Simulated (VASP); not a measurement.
# GaP (rocksalt type) (Fm-3m) in VASP: notebook, part 2 of 2

VASP 6.6.1. The steps go on from the part before.

**3. Relaxation of cell and atoms, PBE**

This run uses another cell than the first one, of 12.93 Å³/atom, 0.753 times its volume.

The input, INCAR:

```
SYSTEM = GaP
PREC = Accurate
ENCUT = 600
EDIFF = 1E-6
ISMEAR = -1
SIGMA = 0.05
LREAL = .FALSE.
LASPH = .TRUE.
NELM = 80
ALGO = Normal
ISIF = 3
LWAVE = .FALSE.
LCHARG = .FALSE.
GGA = PE
IBRION = 2
NSW = 60
EDIFFG = -0.005
```

The input, KPOINTS:

```
Automatic mesh
0
G
  15 15 15
  0 0 0
```

The input, POSCAR:

```
GaP
1.0
    0.0000000000      2.3472160896      2.3472160896
    2.3472160896      0.0000000000      2.3472160896
    2.3472160896      2.3472160896      0.0000000000
Ga P
1 1
Direct
    0.0000000000      0.0000000000      0.0000000000
    0.5000000000      0.5000000000      0.5000000000
```

Potentials or basis: VASP PAW PBE potentials, release 64 (Ga_d, P).

Started as:

```
> cat potpaw_PBE.64/Ga_d/POTCAR potpaw_PBE.64/P/POTCAR > POTCAR
> mpirun -np 1 vasp_std > vasp.out
```

OUTCAR:

```text
SYSTEM = GaP
   PREC = Accurate
   ENCUT = 600
   EDIFF = 1E-6
   ISMEAR = -1
   LREAL = .FALSE.
   LASPH = .TRUE.
   NELM = 80
   ISIF = 3
   GGA = PE
   IBRION = 2
   NSW = 60
   EDIFFG = -0.005

 ion  position               nearest neighbor table
   1  0.000  0.000  0.000-   2 2.35   2 2.35   2 2.35   2 2.35   2 2.35   2 2.35
   2  0.500  0.500  0.500-   1 2.35   1 2.35   1 2.35   1 2.35   1 2.35   1 2.35

  LATTYP: Found a face centered cubic cell.
 ALAT       =     4.6944321792

  Lattice vectors:

 A1 = (   0.0000000000,   2.3472160896,   2.3472160896)
 A2 = (   2.3472160896,   0.0000000000,   2.3472160896)
 A3 = (   2.3472160896,   2.3472160896,   0.0000000000)

Analysis of symmetry for initial positions (statically):
=====================================================================
 Subroutine PRICEL returns:
 Original cell was already a primitive cell.

 Routine SETGRP: Setting up the symmetry group for a
 face centered cubic supercell.

 Subroutine GETGRP returns: Found 48 space group operations
[... 9 lines left out ...]

 Routine SETGRP: Setting up the symmetry group for a
 face centered cubic supercell.

 Subroutine GETGRP returns: Found 48 space group operations
[... 11 lines left out ...]
                                     Primitive cell

  volume of cell :      25.8636

  direct lattice vectors                    reciprocal lattice vectors
     0.000000000  2.347216090  2.347216090    -0.213018308  0.213018308  0.213018308
     2.347216090  0.000000000  2.347216090     0.213018308 -0.213018308  0.213018308
     2.347216090  2.347216090  0.000000000     0.213018308  0.213018308 -0.213018308

  length of vectors
     3.319464828  3.319464828  3.319464828     0.368958532  0.368958532  0.368958532

  position of ions in fractional coordinates (direct lattice)
     0.000000000  0.000000000  0.000000000
     0.500000000  0.500000000  0.500000000

  ion indices of the primitive-cell ions
   primitive index   ion index
                 1           1
                 2           2

----------------------------------------------------------------------------------------

 KPOINTS: Automatic mesh
[... 72 lines left out ...]
   IBRION =      2    ionic relax: 0-MD 1-quasi-New 2-CG
   NFREE  =      1    steps in history (QN), initial steepest desc. (CG)
   ISIF   =      3    stress and relaxation
   ISYM   =      2    0-nonsym 1-usesym 2-fastsym
   POTIM  = 0.5000    time-step for ionic-motion
   TEBEG  =    0.0;   TEEND  =   0.0 temperature during run
   PSTRESS=    0.0 pullay stress
   NELECT =      18.0000    total number of electrons
   NUPDOWN=      -1.0000    fix difference up-down
   EMIN   =  10.00;   EMAX   =-10.00  energy-range for DOS
   EFERMI =   0.00;   METHOD = LEGACY
   ISMEAR =    -1;   SIGMA  =   0.05  broadening in eV -4-tet -1-fermi 0-gaus
   EFERMI_NEDOS =   21; number of points for ismear=-14 and -15
   IALGO  =     38    algorithm
   IMIX   =      4    mixing-type and parameters
     AMIX     =   0.40;   BMIX     =  1.00
     AMIX_MAG =   1.60;   BMIX_MAG =  1.00
  volume/ion in A,a.u.               =      12.93        87.27
  Fermi-wavevector in a.u.,A,eV,Ry     =   1.450783  2.741583 28.637170  2.104773
  Thomas-Fermi vector in A             =   2.568356
   LORBIT       =      0    0 simple, 1 ext, 2 COOP (PROOUT), +10 PAW based schemes
   GGA     = PE    functional components
   LHFCALC =     F    Hartree Fock is set to
   AEXX    =    0.0000 exact exchange contribution
   IVDW    =     0    specifies the selected vdW correction
   LEPSILON=     F    determine dielectric tensor
   LRPA    =     F    only Hartree local field effects (RPA)
 conjugate gradient relaxation of ions
 non-spin polarized calculation
  energy-cutoff  :      600.00
  volume of cell :       25.86
 maximum number of plane-waves:       887
   NGX = 13   NGY = 13   NGZ = 13

--------------------------------------- Ionic step        1  -------------------------------------------

 number of electron      18.0000004 magnetization

 Free energy of the ion-electron system (eV)
  ---------------------------------------------------
  ext. energy  EPLUGINS =         0.00000000
  ---------------------------------------------------
  free energy    TOTEN  =        -7.34745549 eV

  energy without entropy =       -7.33997535  energy(sigma->0) =       -7.34371542

 E-fermi :  10.1763     XC(G=0): -12.3686

 val. band max:       10.1725577403   @ k =   0.2667   0.0667   0.0000
 cond. band min:      10.2145134559   @ k =  -0.3333   0.1333   0.0000
 fundamental gap:      0.0419557156
 Fermi energy:        10.1763485220
[... 878 lines left out ...]
  FREE ENERGIE OF THE ION-ELECTRON SYSTEM (eV)
  ---------------------------------------------------
  free  energy   TOTEN  =        -8.3149835273 eV

  energy  without entropy=       -8.3043726318  energy(sigma->0) =       -8.30967808

[... ionic steps 4 to 17 ...]

--------------------------------------- Ionic step       18  -------------------------------------------

 number of electron      18.0000008 magnetization

------------------------ aborting loop because EDIFF is reached ----------------------------------------
[... 67 lines left out ...]
--------------------------------------- Ionic step       20  -------------------------------------------

 number of electron      18.0000009 magnetization

 Free energy of the ion-electron system (eV)
  ---------------------------------------------------
  ext. energy  EPLUGINS =         0.00000000
  ---------------------------------------------------
  free energy    TOTEN  =        -8.31501300 eV

  energy without entropy =       -8.30441291  energy(sigma->0) =       -8.30971296

 E-fermi :   6.4181     XC(G=0): -10.9610

 val. band max:        6.4169473297   @ k =  -0.2000   0.2000   0.0667
 cond. band min:       6.4402104267   @ k =   0.3333   0.0000   0.0000
 fundamental gap:      0.0232630970
 Fermi energy:         6.4180906301
[... 413 lines left out ...]
  FREE ENERGIE OF THE ION-ELECTRON SYSTEM (eV)
  ---------------------------------------------------
  free  energy   TOTEN  =        -8.3150129971 eV

  energy  without entropy=       -8.3044129144  energy(sigma->0) =       -8.30971296

 reached required accuracy - stopping structural energy minimisation
```

OSZICAR:

```text
N       E                     dE             d eps       ncg     rms          rms(c)
DAV:   1     0.827544932666E+02    0.82754E+02   -0.10296E+04  3298   0.255E+03
[... 119 lines left out ...]
       N       E                     dE             d eps       ncg     rms          rms(c)
DAV:   1    -0.831552002845E+01   -0.54882E-03   -0.70333E-03  3780   0.169E+00    0.133E-01
DAV:   2    -0.831512535546E+01    0.39467E-03   -0.71212E-04  3965   0.641E-01    0.620E-02
DAV:   3    -0.831502232370E+01    0.10303E-03   -0.12313E-04  3995   0.231E-01    0.129E-02
DAV:   4    -0.831501433263E+01    0.79911E-05   -0.92584E-06  3978   0.444E-02    0.596E-03
DAV:   5    -0.831501295942E+01    0.13732E-05   -0.12458E-06  1685   0.181E-02    0.987E-04
DAV:   6    -0.831501299709E+01   -0.37675E-07   -0.12237E-07  1600   0.486E-03
  20 F= -.83150130E+01 E0= -.83097130E+01  d E =-.117150E-03
```

Run time: 4.8 min. Hardware: 1 thread of Intel Xeon Platinum 8375C at 2.90GHz (Ice Lake), shared host; peak memory 0.2 GiB.

Results:

* Free energy: -8.3150 eV
* Relaxed volume: 17.18 Å³/atom
* Relaxed cell: a = 3.649 Å, b = 3.649 Å, c = 3.649 Å, α = 60.00°, β = 60.00°, γ = 60.00°
* Space group after relaxing (to 0.05 Å): Fm-3m (No. 225)
* Energy gained by relaxing: 483.8 meV/atom
* Ionic steps: 20
* Pressure after relaxing: 0.0 GPa
* Band gap on the k mesh: zero (band 9 reaches 6.92 eV, above the bottom of band 10 at 3.77 eV)

Step by step:
```tsv
step	energy change (eV)	largest force (eV/Å)	pressure (GPa)	volume (Å³)
1	0.0000	0.0000	47.28	25.86
2	-0.5863	0.0000	-11.37	42.94
3	-0.9675	0.0000	-0.15	34.42
4	-0.9674	0.0000	0.29	34.23
5	-0.9674	0.0000	0.33	34.24
6	-0.9674	0.0000	0.26	34.24
7	-0.9674	0.0000	0.30	34.24
8	-0.9674	0.0000	0.32	34.24
9	-0.9674	0.0000	0.32	34.24
10	-0.9674	0.0000	0.32	34.24
11	-0.9674	0.0000	0.32	34.24
12	-0.9674	0.0000	0.32	34.24
13	-0.9674	0.0000	0.32	34.24
14	-0.9675	0.0000	0.32	34.25
15	-0.9675	0.0000	0.26	34.25
16	-0.9675	0.0000	0.19	34.26
17	-0.9675	0.0000	0.16	34.29
18	-0.9676	0.0000	0.08	34.34
19	-0.9675	0.0000	-0.15	34.43
20	-0.9676	0.0000	-0.04	34.37
```

Final structure:
```cif
data_structure
_symmetry_space_group_name_H-M 'P 1'
_symmetry_Int_Tables_number 1
_cell_length_a 3.6495
_cell_length_b 3.6495
_cell_length_c 3.6495
_cell_angle_alpha 60.000
_cell_angle_beta 60.000
_cell_angle_gamma 60.000
_cell_volume 34.37
loop_
_atom_site_label
_atom_site_type_symbol
_atom_site_fract_x
_atom_site_fract_y
_atom_site_fract_z
_atom_site_occupancy
Ga1 Ga 0.00000 0.00000 0.00000 1
P1 P 0.50000 0.50000 0.50000 1
```

Caveat: the volume moved by over 15 % at a fixed basis, so the end points are rough.
